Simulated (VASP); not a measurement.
# AlN (I4/mmm) in VASP: further runs

Runs on AlN. Level: PBE. Tasks: single point.

All numbers are computed with VASP 6.6.1; they aren't measurements. Logs are shortened: lines on timing, memory, paths and dates and some standing lists are left out, and cuts for length are marked.

## (1) The cell of the first run

It takes space group I4/mmm (No. 139, tetragonal). Conventional cell: a = 2.855 Å, b = 2.855 Å, c = 3.917 Å, α = 90.00°, β = 90.00°, γ = 90.00°. Within 2.6 Å of Al (site symmetry 4/mmm) lie 6 N at 1.96 to 2.02 Å. N (site symmetry 4/mmm) has 6 Al at 1.96 to 2.02 Å within 2.6 Å.

## (2) Single point, PBE (uniaxial z strain -3.0%)

File INCAR:

```
SYSTEM = AlN
  PREC = Accurate
  ENCUT = 520
  EDIFF = 1E-7
  ISMEAR = -1
  SIGMA = 0.02
  LREAL = .FALSE.
  LASPH = .TRUE.
  NELM = 100
  ALGO = Normal
  ISIF = 2
  LWAVE = .FALSE.
  LCHARG = .FALSE.
  GGA = PE
  NBANDS = 11
```

File KPOINTS:

```
Automatic mesh
0
G
  10 10 10
  0 0 0
```

File POSCAR:

```
AlN
1.0
    0.0000000000      2.0188684521      1.9583023986
    2.0188684521      0.0000000000      1.9583023986
    2.0188684521      2.0188684521      0.0000000000
Al N
1 1
Direct
    0.0000000000      0.0000000000      0.0000000000
    0.5000000000      0.5000000000      0.5000000000
```

Potentials or basis: VASP PAW PBE potentials, release 64 (Al, N).

Launch:

```
cat potpaw_PBE.64/Al/POTCAR potpaw_PBE.64/N/POTCAR > POTCAR
mpirun -np 1 vasp_std > vasp.out
```

OUTCAR:

```text
SYSTEM = AlN
   PREC = Accurate
   ENCUT = 520
   EDIFF = 1E-7
   ISMEAR = -1
   LREAL = .FALSE.
   LASPH = .TRUE.
   NELM = 100
   ISIF = 2
   GGA = PE

 ion  position               nearest neighbor table
   1  0.000  0.000  0.000-   2 1.96   2 1.96   2 2.02   2 2.02   2 2.02   2 2.02
   2  0.500  0.500  0.500-   1 1.96   1 1.96   1 2.02   1 2.02   1 2.02   1 2.02

  LATTYP: Found a body centered tetragonal cell.
 ALAT       =     2.8551111456
 C/A-ratio  =     1.3717871555

  Lattice vectors:

 A1 = (   0.0000000000,  -2.0188684521,  -1.9583023986)
 A2 = (   0.0000000000,   2.0188684521,  -1.9583023986)
 A3 = (   2.0188684521,   0.0000000000,   1.9583023986)

Analysis of symmetry for initial positions (statically):
=====================================================================
 Subroutine PRICEL returns:
 Original cell was already a primitive cell.

 Routine SETGRP: Setting up the symmetry group for a
 body centered tetragonal supercell.

 Subroutine GETGRP returns: Found 16 space group operations
 (whereof 16 operations were pure point group operations)
 out of a pool of 16 trial point group operations.

The static configuration has the point symmetry D_4h.

Analysis of symmetry for dynamics (positions and initial velocities):
=====================================================================
 Subroutine PRICEL returns:
 Original cell was already a primitive cell.

 Routine SETGRP: Setting up the symmetry group for a
 body centered tetragonal supercell.

 Subroutine GETGRP returns: Found 16 space group operations
 (whereof 16 operations were pure point group operations)
 out of a pool of 16 trial point group operations.

The dynamic configuration has the point symmetry D_4h.

 Subroutine INISYM returns: Found 16 space group operations
 (whereof 16 operations are pure point group operations),
 and found     1 'primitive' translations

----------------------------------------------------------------------------------------

                                     Primitive cell

  volume of cell :      15.9634

  direct lattice vectors                    reciprocal lattice vectors
     0.000000000  2.018868452  1.958302399    -0.247663487  0.247663487  0.255323182
     2.018868452  0.000000000  1.958302399     0.247663487 -0.247663487  0.255323182
     2.018868452  2.018868452  0.000000000     0.247663487  0.247663487 -0.255323182

  length of vectors
     2.812610551  2.812610551  2.855111146     0.433433193  0.433433193  0.433433193

  position of ions in fractional coordinates (direct lattice)
     0.000000000  0.000000000  0.000000000
     0.500000000  0.500000000  0.500000000

  ion indices of the primitive-cell ions
   primitive index   ion index
                 1           1
                 2           2

----------------------------------------------------------------------------------------

 KPOINTS: Automatic mesh

Automatic generation of k-mesh.
 Grid dimensions read from file:
 generate k-points for:   10   10   10

 Generating k-lattice:

  Cartesian coordinates                     Fractional coordinates (reciprocal lattice)
    -0.024766349  0.024766349  0.025532318     0.100000000  0.000000000  0.000000000
     0.024766349 -0.024766349  0.025532318     0.000000000  0.100000000  0.000000000
     0.024766349  0.024766349 -0.025532318    -0.000000000 -0.000000000  0.100000000

  Length of vectors
     0.043343319  0.043343319  0.043343319

  Shift w.r.t. Gamma in fractional coordinates (k-lattice)
     0.000000000  0.000000000  0.000000000

 Subroutine IBZKPT returns following result:
 ===========================================

 Found    102 irreducible k-points:

 Following reciprocal coordinates:
            Coordinates               Weight
  0.000000  0.000000  0.000000      1.000000
  0.100000  0.000000  0.000000      8.000000
  0.200000  0.000000  0.000000      8.000000
  0.300000  0.000000  0.000000      8.000000
  0.400000  0.000000  0.000000      8.000000
  0.500000  0.000000  0.000000      4.000000
[... 16 lines left out ...]
  0.300000  0.300000  0.000000      2.000000
  0.400000  0.300000  0.000000      8.000000
 [... further k-points ...]
   k-points           NKPTS =    102   k-points in BZ     NKDIM =    102   number of bands    NBANDS=     11
   number of dos      NEDOS =    301   number of ions     NIONS =      2
   total plane-waves  NPLWV =  13824
   dimension x,y,z NGX =    24 NGY =   24 NGZ =   24
   dimension x,y,z NGXF=    48 NGYF=   48 NGZF=   48
   ions per type =               1   1
   NGX,Y,Z   is equivalent  to a cutoff of  14.19, 14.19, 13.97 a.u.
   NGXF,Y,Z  is equivalent  to a cutoff of  28.37, 28.37, 27.95 a.u.
 SYSTEM =  AlN
   PREC   = accura    normal or accurate (medium, high low for compatibility)
   ISTART =      0    job   : 0-new  1-cont  2-samecut
   ICHARG =      2    charge: 1-file 2-atom 10-const
   ISPIN  =      1    spin polarized calculation?
   LNONCOLLINEAR =      F non collinear calculations
   LSORBIT =      F    spin-orbit coupling
   LASPH  =      T    aspherical Exc in radial PAW
   ENCUT  =  520.0 eV  38.22 Ry    6.18 a.u.   5.23  5.23  5.31*2*pi/ulx,y,z
   NELM   =    100;   NELMIN=  2; NELMDL= -5     # of ELM steps
   EDIFF  = 0.1E-06   stopping-criterion for ELM
   LREAL  =      F    real-space projection
   EDIFFG = 0.1E-05   stopping-criterion for IOM
   NSW    =      0    number of steps for IOM
   IBRION =     -1    ionic relax: 0-MD 1-quasi-New 2-CG
   NFREE  =      0    steps in history (QN), initial steepest desc. (CG)
   ISIF   =      2    stress and relaxation
   ISYM   =      2    0-nonsym 1-usesym 2-fastsym
   POTIM  = 0.5000    time-step for ionic-motion
   TEBEG  =    0.0;   TEEND  =   0.0 temperature during run
   PSTRESS=    0.0 pullay stress
   NELECT =       8.0000    total number of electrons
   NUPDOWN=      -1.0000    fix difference up-down
   EMIN   =  10.00;   EMAX   =-10.00  energy-range for DOS
   EFERMI =   0.00;   METHOD = LEGACY
   ISMEAR =    -1;   SIGMA  =   0.02  broadening in eV -4-tet -1-fermi 0-gaus
   EFERMI_NEDOS =   21; number of points for ismear=-14 and -15
   IALGO  =     38    algorithm
   IMIX   =      4    mixing-type and parameters
     AMIX     =   0.40;   BMIX     =  1.00
     AMIX_MAG =   1.60;   BMIX_MAG =  1.00
  volume/ion in A,a.u.               =       7.98        53.86
  Fermi-wavevector in a.u.,A,eV,Ry     =   1.300358  2.457320 23.006508  1.690931
  Thomas-Fermi vector in A             =   2.431562
   LORBIT       =      0    0 simple, 1 ext, 2 COOP (PROOUT), +10 PAW based schemes
   GGA     = PE    functional components
[... 5 lines left out ...]
 non-spin polarized calculation
  energy-cutoff  :      520.00
  volume of cell :       15.96
 maximum number of plane-waves:       444
 NGX is ok and might be reduce to    24
   NGX = 11   NGY = 11   NGZ = 11

 number of electron       7.9999999 magnetization

 Free energy of the ion-electron system (eV)
  ---------------------------------------------------
  ext. energy  EPLUGINS =         0.00000000
  ---------------------------------------------------
  free energy    TOTEN  =       -14.49450149 eV

  energy without entropy =      -14.49450149  energy(sigma->0) =      -14.49450149

 E-fermi :  10.8652     XC(G=0): -12.4466

 val. band max:       10.4891322704   @ k =   0.0000   0.0000   0.0000
 cond. band min:      15.1826855642   @ k =   0.5000   0.5000   0.0000
 fundamental gap:      4.6935532939
 Fermi energy:        10.8651631338

 k-point     1 :       0.0000    0.0000    0.0000
  band No.  band energies     occupation
      1      -7.4557      2.00000
      2      10.2630      2.00000
      3      10.4891      2.00000
      4      10.4891      2.00000
      5      16.5842      0.00000
      6      22.5691      0.00000
      7      22.5691      0.00000
      8      22.9829      0.00000
      9      27.9449      0.00000
     10      27.9519      0.00000
     11      29.0036      0.00000

 k-point     2 :       0.1000    0.0000    0.0000
  band No.  band energies     occupation
      1      -7.2436      2.00000
      2       9.3793      2.00000
      3      10.2381      2.00000
      4      10.3416      2.00000
      5      17.1869      0.00000
      6      21.7958      0.00000
      7      22.8731      0.00000
      8      23.1731      0.00000
      9      26.5675      0.00000
     10      27.3622      0.00000
     11      29.1609      0.00000

 k-point     3 :       0.2000    0.0000    0.0000
  band No.  band energies     occupation
      1      -6.6262      2.00000
      2       7.2048      2.00000
      3       9.9516      2.00000
      4       9.9864      2.00000
      5      17.7265      0.00000
      6      21.4058      0.00000
      7      22.9947      0.00000
      8      23.5505      0.00000
      9      26.1753      0.00000
     10      26.5398      0.00000
     11      28.5979      0.00000

 k-point     4 :       0.3000    0.0000    0.0000
  band No.  band energies     occupation
      1      -5.6767      2.00000
      2       4.8108      2.00000
      3       9.5965      2.00000
      4       9.6406      2.00000
      5      17.3369      0.00000
      6      22.2420      0.00000
      7      22.4987      0.00000
      8      22.9925      0.00000
      9      27.5552      0.00000
     10      27.8281      0.00000
     11      28.0173      0.00000

 k-point     5 :       0.4000    0.0000    0.0000
  band No.  band energies     occupation
      1      -4.6136      2.00000
      2       2.7833      2.00000
      3       9.3117      2.00000
      4       9.4117      2.00000
      5      16.9000      0.00000
      6      21.5855      0.00000
      7      22.3500      0.00000
      8      23.7369      0.00000
      9      27.0801      0.00000
     10      30.1144      0.00000
     11      30.1678      0.00000
[... 211 lines left out ...]
 k-point    21 :      -0.3000    0.2000    0.0000
  band No.  band energies     occupation
      1      -4.4353      2.00000
      2       4.0415      2.00000
      3       6.6639      2.00000
      4       9.1494      2.00000
      5      18.6987      0.00000
      6      20.7576      0.00000
      7      22.3170      0.00000
      8      22.8993      0.00000
      9      27.5170      0.00000
     10      29.8533      0.00000
     11      32.3546      0.00000

 k-point    22 :      -0.2000    0.2000    0.0000
  band No.  band energies     occupation
      1      -5.4087      2.00000
      2       5.5658      2.00000
      3       7.3065      2.00000
      4       9.6444      2.00000
      5      19.3443      0.00000
      6      20.6933      0.00000
      7      21.6710      0.00000
      8      23.0988      0.00000
      9      25.4477      0.00000
     10      29.8352      0.00000
     11      32.2779      0.00000

 k-point    23 :       0.3000    0.3000    0.0000
  band No.  band energies     occupation
      1      -5.0220      2.00000
      2       5.5124      2.00000
      3       8.2212      2.00000
      4       8.2212      2.00000
      5      16.9668      0.00000
      6      17.6507      0.00000
      7      22.8638      0.00000
      8      26.2441      0.00000
      9      26.2441      0.00000
     10      30.9669      0.00000
     11      35.1646      0.00000

 k-point    24 :       0.4000    0.3000    0.0000
  band No.  band energies     occupation
      1      -4.2120      2.00000
      2       4.4362      2.00000
      3       7.4670      2.00000
      4       7.9335      2.00000
      5      16.6351      0.00000
      6      17.3652      0.00000
      7      23.2360      0.00000
      8      26.2124      0.00000
      9      27.0855      0.00000
     10      32.4548      0.00000
     11      35.8962      0.00000

 [... further k-points ...]
[... 5 lines left out ...]
  --------------------------------------------------------------------------------------
  -------------------------------------------------------------------------------------
  Total        1.1762013      1.1762013      2.3005057      0.0000000      0.0000000      0.0000000
  in kB      118.0501212    118.0501212    230.8915801      0.0000000      0.0000000      0.0000000
  external PRESSURE =     155.6639409 kB  Pullay stress =       0.0000000 kB

 VOLUME and BASIS-vectors are now :
 -----------------------------------------------------------------------------
  energy-cutoff  :      520.00
  volume of cell :       15.96
      direct lattice vectors                 reciprocal lattice vectors
     0.000000000  2.018868452  1.958302399    -0.247663487  0.247663487  0.255323182
     2.018868452  0.000000000  1.958302399     0.247663487 -0.247663487  0.255323182
     2.018868452  2.018868452  0.000000000     0.247663487  0.247663487 -0.255323182

 POSITION                                       TOTAL-FORCE (eV/Angst)
 -----------------------------------------------------------------------------------
      0.00000      0.00000      0.00000         0.000000     -0.000000     -0.000000
      2.01887      2.01887      1.95830        -0.000000      0.000000      0.000000
 -----------------------------------------------------------------------------------
    total drift:                               -0.000000     -0.000000      0.000000

  FREE ENERGIE OF THE ION-ELECTRON SYSTEM (eV)
  ---------------------------------------------------
  free  energy   TOTEN  =       -14.4945014874 eV

  energy  without entropy=      -14.4945014874  energy(sigma->0) =      -14.49450149
```

It took 18 s on 1 thread of Intel Xeon 8259CL, shared host; peak memory 0.14 GiB.

Results:

```yaml
Free_energy: -14.4945 eV
Pressure: 15.6 GPa
Band_gap_on_the_k_mesh: 4.69 eV, indirect (least direct gap 6.10 eV)
```

Levels at points of the mesh, in eV from the valence-band top:
| k point | band 2 | band 3 | band 4 | band 5 | band 6 | band 7 |
| --- | --- | --- | --- | --- | --- | --- |
| (0.00, 0.00, 0.00) | -0.23 | 0.00 | 0.00 | 6.10 | 12.08 | 12.08 |
| (0.50, 0.00, 0.00) | -8.60 | -1.28 | -1.16 | 6.25 | 10.86 | 11.63 |
| (0.50, 0.50, 0.00) | -7.59 | -3.12 | -3.12 | 4.69 | 4.97 | 14.66 |
| (0.50, 0.00, 0.50) | -7.74 | -3.08 | -2.68 | 4.98 | 5.28 | 14.27 |

Caveat: the cell differs from its parent crystal (uniaxial z strain -3.0%). A k mesh can miss the band edges.

## (3) Single point, PBE (uniaxial z strain -2.0%)

File INCAR:

```
PREC     = Accurate       # precision mode
ENCUT    = 520            # plane-wave cutoff, eV
EDIFF    = 1E-6           # SCF threshold, eV
ISMEAR   = -1             # smearing method
SIGMA    = 0.02           # smearing width, eV
LREAL    = False          # projectors in reciprocal space
LASPH    = True           # aspherical terms in the spheres
NELM     = 60             # most SCF steps
ALGO     = Normal         # electronic algorithm
ISIF     = 2              # what is computed and relaxed
LWAVE    = False          # write WAVECAR
LCHARG   = False          # write CHGCAR
GGA      = PE             # functional
NBANDS   = 11             # bands
```

File KPOINTS:

```
Automatic mesh
0
Gamma
  10 10 10
```

File POSCAR:

```
AlN
1.0
    0.0000000000      2.0188684521      1.9784910831
    2.0188684521      0.0000000000      1.9784910831
    2.0188684521      2.0188684521      0.0000000000
Al N
1 1
Direct
    0.0000000000      0.0000000000      0.0000000000
    0.5000000000      0.5000000000      0.5000000000
```

Potentials or basis: VASP PAW PBE potentials, release 64 (Al, N).

Launch:

```
cat potpaw_PBE.64/Al/POTCAR potpaw_PBE.64/N/POTCAR > POTCAR
mpirun -np 1 vasp_std > vasp.out
```

Wall time 18 s (1 thread of Intel Xeon 8259CL, shared host); peak memory 0.14 GiB.

The run converged. Its results:

- Free energy: -14.5150 eV
- Pressure: 12.1 GPa
- Band gap on the k mesh: 4.67 eV, indirect (least direct gap 5.98 eV)

Stress tensor (GPa, compression positive):
```
 9.83  0.00  0.00
 0.00  9.83  0.00
 0.00  0.00 16.78
```

Levels at points of the mesh, in eV from the valence-band top:
| k point | band 1 | band 2 | band 3 | band 4 | band 5 | band 6 | band 7 | band 8 |
| --- | --- | --- | --- | --- | --- | --- | --- | --- |
| (0.00, 0.00, 0.00) | -17.82 | -0.15 | 0.00 | 0.00 | 5.98 | 12.11 | 12.11 | 12.38 |
| (0.50, 0.00, 0.00) | -14.47 | -8.51 | -1.21 | -1.13 | 6.23 | 10.92 | 11.41 | 13.61 |
| (0.50, 0.50, 0.00) | -13.34 | -7.53 | -3.01 | -3.01 | 4.67 | 5.08 | 14.47 | 17.45 |
| (0.50, 0.00, 0.50) | -13.51 | -7.63 | -2.99 | -2.73 | 4.86 | 5.29 | 14.21 | 17.32 |

Caveat: the cell differs from its parent crystal (uniaxial z strain -2.0%). A k mesh can miss the band edges.
